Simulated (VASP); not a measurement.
# Ru (P6_3/mmc) in VASP: further runs

The runs below take Ru through single point, with HSE06, PBE, revPBE+D3(BJ), PBE+D4.

Everything below comes from runs of VASP 6.6.1. Logs are shortened: lines on timing, memory, paths and dates and some standing lists are left out, and cuts for length are marked.

**1. The cell of the first run**

The structure is hexagonal, space group P6_3/mmc (No. 194). The conventional cell has a = 2.759 Å, b = 2.759 Å, c = 4.366 Å, α = 90.00°, β = 90.00°, γ = 120.00°. Ru (site symmetry -6m2) has 12 Ru at 2.70 to 2.76 Å within 3.6 Å.

**2. Single point, HSE06**

Contents of POSCAR:

```
Ru
1.0
    2.7588683749      0.0000000000      0.0000000000
   -1.3794341875      2.3892500984      0.0000000000
    0.0000000000      0.0000000000      4.3658801443
Ru
2
Direct
    0.6666666667      0.3333333333      0.7500000000
    0.3333333333      0.6666666667      0.2500000000
```

Contents of INCAR.step1:

```
PREC = Accurate
ENCUT = 520
EDIFF = 1E-5
ISMEAR = -1
SIGMA = 0.05
LREAL = F
LASPH = T
NELM = 80
ALGO = Normal
ISIF = 2
LWAVE = T
LCHARG = F
GGA = PE
NBANDS = 21
```

Contents of INCAR.step2:

```
PREC = Accurate
ENCUT = 520
EDIFF = 1E-6
ISMEAR = -1
SIGMA = 0.05
LREAL = F
LASPH = T
NELM = 80
ALGO = Normal
ISIF = 2
LWAVE = F
LCHARG = F
GGA = PE
LHFCALC = T
HFSCREEN = 0.2079
PRECFOCK = Normal
ISTART = 1
NBANDS = 21
```

Contents of KPOINTS:

```
regular mesh
0
Gamma
  6 6 3
```

Potentials or basis: VASP PAW PBE potentials, release 64 (Ru_pv).

Launch:

```bash
cat potpaw_PBE.64/Ru_pv/POTCAR > POTCAR
cp INCAR.step1 INCAR
mpirun -np 1 vasp_std > vasp.out
cp INCAR.step2 INCAR
mpirun -np 1 vasp_std > vasp.out
```

OUTCAR:

```text
PREC = Accurate
   ENCUT = 520
   EDIFF = 1E-6
   ISMEAR = -1
   LREAL = F
   LASPH = T
   NELM = 80
   ISIF = 2
   GGA = PE
   LHFCALC = T
   HFSCREEN = 0.2079
   PRECFOCK = Normal
   ISTART = 1

 ion  position               nearest neighbor table
   1  0.667  0.333  0.750-   2 2.70   2 2.70   2 2.70   2 2.70   2 2.70   2 2.70
   2  0.333  0.667  0.250-   1 2.70   1 2.70   1 2.70   1 2.70   1 2.70   1 2.70

  LATTYP: Found a hexagonal cell.
 ALAT       =     2.7588683749
 C/A-ratio  =     1.5824894671

  Lattice vectors:

 A1 = (   2.7588683749,   0.0000000000,   0.0000000000)
 A2 = (  -1.3794341875,   2.3892500984,   0.0000000000)
 A3 = (   0.0000000000,   0.0000000000,   4.3658801443)

Analysis of symmetry for initial positions (statically):
=====================================================================
 Subroutine PRICEL returns:
 Original cell was already a primitive cell.

 Routine SETGRP: Setting up the symmetry group for a
 hexagonal supercell.

 Subroutine GETGRP returns: Found 24 space group operations
 (whereof 12 operations were pure point group operations)
 out of a pool of 24 trial point group operations.

The static configuration has the point symmetry D_3d.
 The point group associated with its full space group is D_6h.

Analysis of symmetry for dynamics (positions and initial velocities):
=====================================================================
 Subroutine PRICEL returns:
 Original cell was already a primitive cell.

 Routine SETGRP: Setting up the symmetry group for a
 hexagonal supercell.

 Subroutine GETGRP returns: Found 24 space group operations
 (whereof 12 operations were pure point group operations)
 out of a pool of 24 trial point group operations.

The dynamic configuration has the point symmetry D_3d.
 The point group associated with its full space group is D_6h.

 Subroutine INISYM returns: Found 24 space group operations
 (whereof 12 operations are pure point group operations),
 and found     1 'primitive' translations

----------------------------------------------------------------------------------------

                                     Primitive cell

  volume of cell :      28.7783

  direct lattice vectors                    reciprocal lattice vectors
     2.758868375  0.000000000  0.000000000     0.362467456  0.209270683  0.000000000
    -1.379434188  2.389250098  0.000000000     0.000000000  0.418541366  0.000000000
     0.000000000  0.000000000  4.365880144     0.000000000  0.000000000  0.229048890

  length of vectors
     2.758868375  2.758868375  4.365880144     0.418541366  0.418541366  0.229048890

  position of ions in fractional coordinates (direct lattice)
     0.666666667  0.333333333  0.750000000
     0.333333333  0.666666667  0.250000000

  ion indices of the primitive-cell ions
   primitive index   ion index
                 1           1
                 2           2

----------------------------------------------------------------------------------------

 KPOINTS: regular mesh

Automatic generation of k-mesh.
 Grid dimensions read from file:
 generate k-points for:    6    6    3

 Generating k-lattice:

  Cartesian coordinates                     Fractional coordinates (reciprocal lattice)
     0.060411243  0.034878447  0.000000000     0.166666667  0.000000000  0.000000000
     0.000000000  0.069756894  0.000000000     0.000000000  0.166666667  0.000000000
     0.000000000  0.000000000  0.076349630     0.000000000  0.000000000  0.333333333

  Length of vectors
     0.069756894  0.069756894  0.076349630

  Shift w.r.t. Gamma in fractional coordinates (k-lattice)
     0.000000000  0.000000000  0.000000000

 Subroutine IBZKPT returns following result:
 ===========================================

 Found     14 irreducible k-points:

 Following reciprocal coordinates:
            Coordinates               Weight
  0.000000  0.000000  0.000000      1.000000
  0.166667  0.000000  0.000000      6.000000
  0.333333 -0.000000  0.000000      6.000000
  0.500000  0.000000  0.000000      3.000000
  0.166667  0.166667  0.000000      6.000000
  0.333333  0.166667  0.000000     12.000000
  0.333333  0.333333  0.000000      2.000000
  0.000000  0.000000  0.333333      2.000000
  0.166667  0.000000  0.333333     12.000000
  0.333333 -0.000000  0.333333     12.000000
  0.500000  0.000000  0.333333      6.000000
  0.166667  0.166667  0.333333     12.000000
  0.333333  0.166667  0.333333     24.000000
  0.333333  0.333333  0.333333      4.000000
   k-points           NKPTS =     14   k-points in BZ     NKDIM =    108   number of bands    NBANDS=     21
   number of dos      NEDOS =    301   number of ions     NIONS =      2
   total plane-waves  NPLWV =  18432
   dimension x,y,z NGX =    24 NGY =   24 NGZ =   32
   dimension x,y,z NGXF=    48 NGYF=   48 NGZF=   64
   ions per type =               2
   NGX,Y,Z   is equivalent  to a cutoff of  14.46, 14.46, 12.19 a.u.
   NGXF,Y,Z  is equivalent  to a cutoff of  28.92, 28.92, 24.37 a.u.
 SYSTEM =  unknown system
   PREC   = accura    normal or accurate (medium, high low for compatibility)
   ISTART =      1    job   : 0-new  1-cont  2-samecut
   ICHARG =      0    charge: 1-file 2-atom 10-const
   ISPIN  =      1    spin polarized calculation?
   LNONCOLLINEAR =      F non collinear calculations
   LSORBIT =      F    spin-orbit coupling
   LASPH  =      T    aspherical Exc in radial PAW
   ENCUT  =  520.0 eV  38.22 Ry    6.18 a.u.   5.13  5.13  8.12*2*pi/ulx,y,z
   NELM   =     80;   NELMIN=  2; NELMDL=  0     # of ELM steps
   EDIFF  = 0.1E-05   stopping-criterion for ELM
   LREAL  =      F    real-space projection
   EDIFFG = 0.1E-04   stopping-criterion for IOM
   NSW    =      0    number of steps for IOM
   IBRION =     -1    ionic relax: 0-MD 1-quasi-New 2-CG
   NFREE  =      0    steps in history (QN), initial steepest desc. (CG)
   ISIF   =      2    stress and relaxation
   ISYM   =      3    0-nonsym 1-usesym 2-fastsym
   POTIM  = 0.5000    time-step for ionic-motion
   TEBEG  =    0.0;   TEEND  =   0.0 temperature during run
   PSTRESS=    0.0 pullay stress
   NELECT =      28.0000    total number of electrons
   NUPDOWN=      -1.0000    fix difference up-down
   EMIN   =  10.00;   EMAX   =-10.00  energy-range for DOS
   EFERMI =   0.00;   METHOD = LEGACY
   ISMEAR =    -1;   SIGMA  =   0.05  broadening in eV -4-tet -1-fermi 0-gaus
   EFERMI_NEDOS =   21; number of points for ismear=-14 and -15
   IALGO  =     38    algorithm
   IMIX   =      1    mixing-type and parameters
     AMIX     =   0.40;   BMIX     =  1.00
     AMIX_MAG =   1.60;   BMIX_MAG =  1.00
  volume/ion in A,a.u.               =      14.39        97.10
  Fermi-wavevector in a.u.,A,eV,Ry     =   1.622206  3.065525 35.804449  2.631553
  Thomas-Fermi vector in A             =   2.715857
   LORBIT       =      0    0 simple, 1 ext, 2 COOP (PROOUT), +10 PAW based schemes
   GGA     = PE    functional components
   LHFCALC =     T    Hartree Fock is set to
   PRECFOCK=normal    Normal, Fast or Accurate (Low or Medium for compatibility)
   ENCUT4O =  -1.0   cutoff for four orbital integrals eV
   NKREDX  =     1    reduce k-point grid by
   NKREDY  =     1    reduce k-point grid by
   NKREDZ  =     1    reduce k-point grid by
   AEXX    =    0.2500 exact exchange contribution
   HFSCREEN=    0.2079 screening length (either q_TF or 0.3 A-1)
   HFSCREENC=   0.2079 screening length for correlation (either q_TF or 0.3 A-1)
   ENCUTFOCK=  -1.0 apply spherical cutoff to Coloumb kernel
   IVDW    =     0    specifies the selected vdW correction
   LEPSILON=     F    determine dielectric tensor
   LRPA    =     F    only Hartree local field effects (RPA)
 non-spin polarized calculation
  energy-cutoff  :      520.00
  volume of cell :       28.78
 maximum number of plane-waves:       782
 NGX is ok and might be reduce to    24
  NGX = 16; NGY = 16; NGZ = 28

 number of electron      28.0000012 magnetization

 Free energy of the ion-electron system (eV)
  ---------------------------------------------------
  ext. energy  EPLUGINS =         0.00000000
  ---------------------------------------------------
  free energy    TOTEN  =       -21.43627094 eV

  energy without entropy =      -21.42475407  energy(sigma->0) =      -21.43051251

 E-fermi :  11.4541     XC(G=0): -11.2005

 val. band max:       11.4521517243   @ k =   0.1667   0.1667   0.0000
 cond. band min:      11.5337786673   @ k =   0.1667   0.0000   0.3333
 fundamental gap:      0.0816269430
 Fermi energy:        11.4540977143

 k-point     1 :       0.0000    0.0000    0.0000
  band No.  band energies     occupation
      1     -35.0994      2.00000
      2     -34.2101      2.00000
      3     -34.2101      2.00000
      4     -34.0432      2.00000
      5     -34.0432      2.00000
      6     -33.9839      2.00000
[... 13 lines left out ...]
     20      25.8314      0.00000
     21      25.8346      0.00000

 k-point     2 :       0.1667    0.0000    0.0000
  band No.  band energies     occupation
      1     -35.0090      2.00000
      2     -34.3913      2.00000
      3     -34.2709      2.00000
      4     -34.2312      2.00000
      5     -34.0707      2.00000
      6     -34.0300      2.00000
[... 13 lines left out ...]
     20      25.8315      0.00000
     21      25.8342      0.00000

 k-point     3 :       0.3333   -0.0000    0.0000
  band No.  band energies     occupation
      1     -34.7920      2.00000
      2     -34.7547      2.00000
      3     -34.5854      2.00000
      4     -34.3855      2.00000
      5     -34.1591      2.00000
      6     -34.1302      2.00000
[... 13 lines left out ...]
     20      23.5564      0.00000
     21      25.8317      0.00000
[... 217 lines left out ...]
 k-point    13 :       0.3333    0.1667    0.3333
  band No.  band energies     occupation
      1     -34.9441      2.00000
      2     -34.8589      2.00000
      3     -34.5207      2.00000
      4     -34.3922      2.00000
      5     -34.2988      2.00000
      6     -34.1801      2.00000
[... 13 lines left out ...]
     20      24.9307      0.00000
     21      25.8181      0.00000

 k-point    14 :       0.3333    0.3333    0.3333
  band No.  band energies     occupation
      1     -34.8333      2.00000
      2     -34.8333      2.00000
      3     -34.7187      2.00000
      4     -34.5414      2.00000
      5     -34.2311      2.00000
      6     -34.2311      2.00000
[... 13 lines left out ...]
     20      24.0924      0.00000
     21      24.3949      0.00000

------------------------ aborting loop because EDIFF is reached ----------------------------------------

  FORCE on cell =-STRESS in cart. coord.  units (eV):
  Direction    XX          YY          ZZ          XY          YZ          ZX
  --------------------------------------------------------------------------------------
  -------------------------------------------------------------------------------------
  Total       -3.9821792     -3.9821792     -5.2521324      0.0000000      0.0000000      0.0000000
  in kB     -221.7006544   -221.7006544   -292.4030161      0.0000000      0.0000000      0.0000000
  external PRESSURE =    -245.2681083 kB  Pullay stress =       0.0000000 kB

 VOLUME and BASIS-vectors are now :
 -----------------------------------------------------------------------------
  energy-cutoff  :      520.00
  volume of cell :       28.78
      direct lattice vectors                 reciprocal lattice vectors
     2.758868375  0.000000000  0.000000000     0.362467456  0.209270683  0.000000000
    -1.379434188  2.389250098  0.000000000     0.000000000  0.418541366  0.000000000
     0.000000000  0.000000000  4.365880144     0.000000000  0.000000000  0.229048890

 POSITION                                       TOTAL-FORCE (eV/Angst)
 -----------------------------------------------------------------------------------
      1.37943      0.79642      3.27441         0.000000     -0.000000      0.000000
     -0.00000      1.59283      1.09147        -0.000000      0.000000     -0.000000
 -----------------------------------------------------------------------------------
    total drift:                                0.000000      0.000000      0.000001

  FREE ENERGIE OF THE ION-ELECTRON SYSTEM (eV)
  ---------------------------------------------------
  free  energy   TOTEN  =       -21.4362709448 eV

  energy  without entropy=      -21.4247540677  energy(sigma->0) =      -21.43051251
```

It took 20 min on 1 thread of AMD EPYC 7R13 (Zen 3), shared host; peak memory 0.23 GiB.

Results:

* Free energy: -21.4363 eV
* Pressure: -24.5 GPa
* Band gap on the k mesh: zero (bands 14 and 15 overlap by 3.51 eV)

Caveat: the k points lie up to 0.48 Å⁻¹ apart, too coarse for converged energies and pressures of a metal; the PAW data sets were made with another functional, which shifts forces and pressure a little.

**3. Single point, PBE**

This run uses another cell than the first one, of 13.57 Å³/atom.

Contents of INCAR:

```
ALGO = Normal
EDIFF = 1E-6
ENCUT = 520
GGA = PE
ISIF = 2
ISMEAR = -1
LASPH = T
LCHARG = T
LELF = T
LREAL = F
LVHAR = T
LWAVE = F
NBANDS = 21
NELM = 80
PREC = Accurate
SIGMA = 0.04
```

Contents of KPOINTS:

```
k-points
0
Gamma
  4 4 2
```

Contents of POSCAR:

```
Ru
1.0
    2.7058000000      0.0000000000      0.0000000000
   -1.3529000000      2.3432915376      0.0000000000
    0.0000000000      0.0000000000      4.2819000000
Ru
2
Direct
    0.6666666667      0.3333333333      0.7500000000
    0.3333333333      0.6666666667      0.2500000000
```

Potentials or basis: VASP PAW PBE potentials, release 64 (Ru_pv).

Launch:

```bash
cat potpaw_PBE.64/Ru_pv/POTCAR > POTCAR
mpirun -np 1 vasp_std > vasp.out
```

Run time: 7.3 s. Hardware: 1 thread of Intel Xeon 8259CL, shared host; peak memory 0.13 GiB.

It converged, with:

```yaml
Free_energy: -18.8398 eV
Pressure: 0.7 GPa
Band_gap_on_the_k_mesh: zero (bands 14 and 15 overlap by 2.92 eV)
```

Stress tensor (GPa, compression positive):
```
 2.94  0.00  0.00
 0.00  2.94  0.00
 0.00  0.00 -3.88
```

Levels at points of the mesh, in eV from the Fermi level:
```tsv
k point	band 10	band 11	band 12	band 13	band 14	band 15	band 16	band 17	band 18	band 19
(0.00, 0.00, 0.00)	-2.60	-2.51	-1.91	-1.91	-1.48	-1.48	1.10	1.10	1.16	10.21
(0.50, 0.00, 0.00)	-3.11	-2.17	-1.89	-1.60	1.44	1.84	1.86	4.02	6.08	10.45
(0.00, 0.00, 0.50)	-2.83	-2.78	-2.78	-2.78	-2.78	0.48	0.48	0.48	0.48	10.45
(0.50, 0.00, 0.50)	-4.59	-1.15	-1.15	0.36	0.36	1.69	1.69	3.33	3.33	10.43
```

Caveat: the k points lie up to 0.73 Å⁻¹ apart, too coarse for converged energies and pressures of a metal.

**4. Single point, PBE**

This run uses another cell than the first one, of 13.57 Å³/atom.

Contents of INCAR:

```
  PREC = Accurate
  ENCUT = 520
  EDIFF = 1E-6
  ISMEAR = -1
  SIGMA = 0.04
  LREAL = F
  LASPH = T
  NELM = 60
  ALGO = Fast
  ISIF = 2
  LWAVE = F
  LCHARG = F
  GGA = PE
  NBANDS = 21
```

Contents of KPOINTS:

```
Automatic mesh
0
Gamma
  6 6 3
```

POSCAR is that of step 3.

Launch:

```bash
cat potpaw_PBE.64/Ru_pv/POTCAR > POTCAR
mpirun -np 1 vasp_std > vasp.out
```

Wall time 9.9 s (1 thread of Intel Xeon 8259CL, shared host); peak memory 0.13 GiB.

The run converged. Its results:

```
Free energy            : -18.3875 eV
Pressure               : 5.2 GPa
Band gap on the k mesh : zero (bands 14 and 15 overlap by 2.98 eV)
```

Stress tensor (GPa, compression positive):
```
7.04 0.00 0.00
0.00 7.04 0.00
0.00 0.00 1.58
```

Levels at points of the mesh, in eV from the Fermi level:
```
           k point  band 10  band 11  band 12  band 13  band 14  band 15  band 16  band 17  band 18  band 19
(0.00, 0.00, 0.00)    -2.56    -2.38    -1.88    -1.88    -1.34    -1.34     1.23     1.23     1.35    10.33
(0.50, 0.00, 0.00)    -2.97    -2.03    -1.75    -1.48     1.46     1.87     1.96     4.10     6.17    11.13
```

Caveat: the k points lie up to 0.49 Å⁻¹ apart, too coarse for converged energies and pressures of a metal.

(Continued in part 2 of 2.)

The gap in the log of VASP goes by the Fermi energy; the results here count the filled bands.